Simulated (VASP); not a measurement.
A run of VASP 6.6.1 is set up as follows.

Contents of POSCAR:

```
SrC2N2O2
1.0
    5.9310000000      3.4242644466      4.2326666667
   -5.9310000000      3.4242644466      4.2326666667
    0.0000000000     -6.8485288931      4.2326666667
Sr C N O
6 12 12 12
Direct
    0.6256017358      0.2638673657      0.9722911363
    0.9722911363      0.6256017358      0.2638673657
    0.2638673657      0.9722911363      0.6256017358
    0.4722911363      0.7638673657      0.1256017358
    0.7638673657      0.1256017358      0.4722911363
    0.1256017358      0.4722911363      0.7638673657
    0.7400295966      0.6638157202      0.8842101439
    0.8842101439      0.7400295966      0.6638157202
    0.6638157202      0.8842101439      0.7400295966
    0.3842101439      0.1638157202      0.2400295966
    0.1638157202      0.2400295966      0.3842101439
    0.2400295966      0.3842101439      0.1638157202
    0.4598561677      0.4183157218      0.6301188115
    0.6301188115      0.4598561677      0.4183157218
    0.4183157218      0.6301188115      0.4598561677
    0.1301188115      0.9183157218      0.9598561677
    0.9183157218      0.9598561677      0.1301188115
    0.9598561677      0.1301188115      0.9183157218
    0.5492081779      0.5912354431      0.3726194926
    0.3726194926      0.5492081779      0.5912354431
    0.5912354431      0.3726194926      0.5492081779
    0.8726194926      0.0912354431      0.0492081779
    0.0912354431      0.0492081779      0.8726194926
    0.0492081779      0.8726194926      0.0912354431
    0.8637478860      0.6358689086      0.7855289686
    0.7855289686      0.8637478860      0.6358689086
    0.6358689086      0.7855289686      0.8637478860
    0.2855289686      0.1358689086      0.3637478860
    0.1358689086      0.3637478860      0.2855289686
    0.3637478860      0.2855289686      0.1358689086
    0.4091410671      0.3333068098      0.7485268295
    0.7485268295      0.4091410671      0.3333068098
    0.3333068098      0.7485268295      0.4091410671
    0.2485268295      0.8333068098      0.9091410671
    0.8333068098      0.9091410671      0.2485268295
    0.9091410671      0.2485268295      0.8333068098
    0.0089293824      0.7192363339      0.5742443009
    0.5742443009      0.0089293824      0.7192363339
    0.7192363339      0.5742443009      0.0089293824
    0.0742443009      0.2192363339      0.5089293824
    0.2192363339      0.5089293824      0.0742443009
    0.5089293824      0.0742443009      0.2192363339
```

File INCAR.step1:

```
ALGO = Normal ; EDIFF = 1E-5
ENCUT = 580 ; GGA = PE
GGA_COMPAT = False ; ISMEAR = -1
KPAR = 4 ; LASPH = True
LCHARG = False ; LREAL = False
LWAVE = True ; NBANDS = 147
NELM = 120 ; PREC = Accurate
SIGMA = 0.02
```

Contents of INCAR.step2:

```
ALGO = Normal ; EDIFF = 1E-7
ENCUT = 580 ; GGA_COMPAT = False
ISIF = 2 ; ISMEAR = -1
ISTART = 1 ; KPAR = 4
LASPH = True ; LCHARG = False
LEFG = True ; LMIXTAU = True
LREAL = False ; LWAVE = False
METAGGA = R2SCAN ; NBANDS = 147
NELM = 120 ; PREC = Accurate
SIGMA = 0.02
```

KPOINTS

```
k-points
0
Gamma
  3 3 3
```

Potentials or basis: VASP PAW PBE potentials, release 64 (Sr_sv, C, N, O).

Run with:

```sh
$ cat potpaw_PBE.64/Sr_sv/POTCAR potpaw_PBE.64/C/POTCAR potpaw_PBE.64/N/POTCAR potpaw_PBE.64/O/POTCAR > POTCAR
$ cp INCAR.step1 INCAR
$ mpirun -np 4 vasp_std > vasp.out
$ cp INCAR.step2 INCAR
$ mpirun -np 4 vasp_std > vasp.out
```

Task: Predict the pressure.

Result: -0.3 GPa.

Task: Predict the band gap on the k mesh.

Result: 4.47 eV (least direct gap 4.49 eV).

Task: What does it give for the largest force?

Result: 0.167 eV/Å.

Electric field gradients, principal values (V/Å²):
| atom | least | middle | greatest (by size) |
| --- | --- | --- | --- |
| 1 Sr | 18.666 | 61.524 | -80.190 |
| 2 Sr | 18.666 | 61.524 | -80.190 |
| 3 Sr | 18.666 | 61.524 | -80.190 |
| 4 Sr | 18.666 | 61.524 | -80.190 |
| 5 Sr | 18.666 | 61.524 | -80.190 |
| 6 Sr | 18.666 | 61.524 | -80.190 |
| 7 C | -17.596 | -22.065 | 39.662 |
| 8 C | -17.596 | -22.065 | 39.662 |
| 9 C | -17.596 | -22.065 | 39.662 |
| 10 C | -17.596 | -22.065 | 39.662 |
| 11 C | -17.596 | -22.065 | 39.662 |
| 12 C | -17.596 | -22.065 | 39.662 |
| 13 C | -18.683 | -21.049 | 39.732 |
| 14 C | -18.683 | -21.049 | 39.732 |
| 15 C | -18.683 | -21.049 | 39.732 |
| 16 C | -18.683 | -21.049 | 39.732 |
| 17 C | -18.683 | -21.049 | 39.732 |
| 18 C | -18.683 | -21.049 | 39.732 |
| 19 N | 1.997 | 50.634 | -52.631 |
| 20 N | 1.997 | 50.634 | -52.631 |
| 21 N | 1.997 | 50.634 | -52.631 |
| 22 N | 1.997 | 50.634 | -52.631 |
| 23 N | 1.997 | 50.634 | -52.631 |
| 24 N | 1.997 | 50.634 | -52.631 |
| 25 N | 4.714 | 50.081 | -54.795 |
| 26 N | 4.714 | 50.081 | -54.795 |
| 27 N | 4.714 | 50.081 | -54.795 |
| 28 N | 4.714 | 50.081 | -54.795 |
| 29 N | 4.714 | 50.081 | -54.795 |
| 30 N | 4.714 | 50.081 | -54.795 |
| 31 O | 2.552 | 120.736 | -123.288 |
| 32 O | 2.552 | 120.736 | -123.288 |
| 33 O | 2.552 | 120.736 | -123.288 |
| 34 O | 2.552 | 120.736 | -123.288 |
| 35 O | 2.552 | 120.736 | -123.288 |
| 36 O | 2.552 | 120.736 | -123.288 |
| 37 O | -3.966 | -117.154 | 121.120 |
| 38 O | -3.966 | -117.154 | 121.120 |
| 39 O | -3.966 | -117.154 | 121.120 |
| 40 O | -3.966 | -117.154 | 121.120 |
| 41 O | -3.966 | -117.154 | 121.120 |
| 42 O | -3.966 | -117.154 | 121.120 |

Caveat: without QUAD_EFG the Cq values of the log hold for a quadrupole moment of 1 mb, not for the nuclei; the PAW data sets were made with another functional, which shifts forces and pressure a little; an odd mesh through Γ misses points on the zone boundary, where band edges can lie.
